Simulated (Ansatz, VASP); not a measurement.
# One calculation of AlAg, two programs

File INCAR:

```
SYSTEM = AlAg
  ALGO = Normal
  EDIFF = 1E-6
  ENCUT = 500
  GGA = CA
  GGA_COMPAT = .FALSE.
  ISIF = 2
  ISMEAR = 1
  LASPH = .TRUE.
  LCHARG = .FALSE.
  LREAL = .FALSE.
  LWAVE = .FALSE.
  NBANDS = 14
  NELM = 120
  PREC = Accurate
  SIGMA = 0.3
```

KPOINTS

```
k-points
0
G
  9 9 5
  0 0 0
```

Contents of POSCAR:

```
AlAg
1.0
    2.9263870000      0.0000000000      0.0000000000
   -1.4631930000      2.5343250000      0.0000000000
    0.0000000000      0.0000000000      4.4276040000
Al Ag
1 1
Direct
    0.0000000000      0.0000000000      0.5000000000
    0.6666666667      0.3333333333      0.0000000000
```

Input for Ansatz:

```yaml
crystal:
  lattice:
    - [2.926387, 0.0, 0.0]
    - [-1.463193, 2.534325, 0.0]
    - [0.0, 0.0, 4.427604]
  atoms:
    - { symbol: Al, position: [0.0, 0.0, 0.5] }
    - { symbol: Ag, position: [0.6666666666666666, 0.3333333333333333, 0.0] }
accuracy: low
basis:
  ecutwfc: 520.0
kpoints:
  mp_grid:
    grid: [9, 9, 5]
hamiltonian:
  xc: lda
scf:
  occupations:
    method: methfessel_paxton
    width: 0.3
  initial_density:
    normalization: atom
output:
  stress: true
```

Alike in both runs: task single point; functional LDA; k mesh 9 × 9 × 5; occupations methfessel-paxton of order 1, width 0.3 eV; no spin polarisation.

```csv
,VASP,Ansatz
version,VASP 6.6.1,Ansatz 0.2.0
potentials or method,"VASP PAW LDA potentials, release 64 (Al, Ag), cutoff 500 eV","plane waves, PAW"
valence electrons in the cell,14,22
```

```tsv
	VASP	Ansatz	Ansatz less VASP
pressure (GPa)	-4.7	-4.9	-0.19
traceless stress, the component that is largest in VASP (GPa)	-2.63	-2.76	-0.130
```

LDA's correlation is that of Perdew and Zunger in VASP and of Perdew and Wang (1992) in Ansatz. VASP's potentials hold 14 valence electrons a cell and Ansatz's 22, so a difference there can come from the potentials and not from the codes.
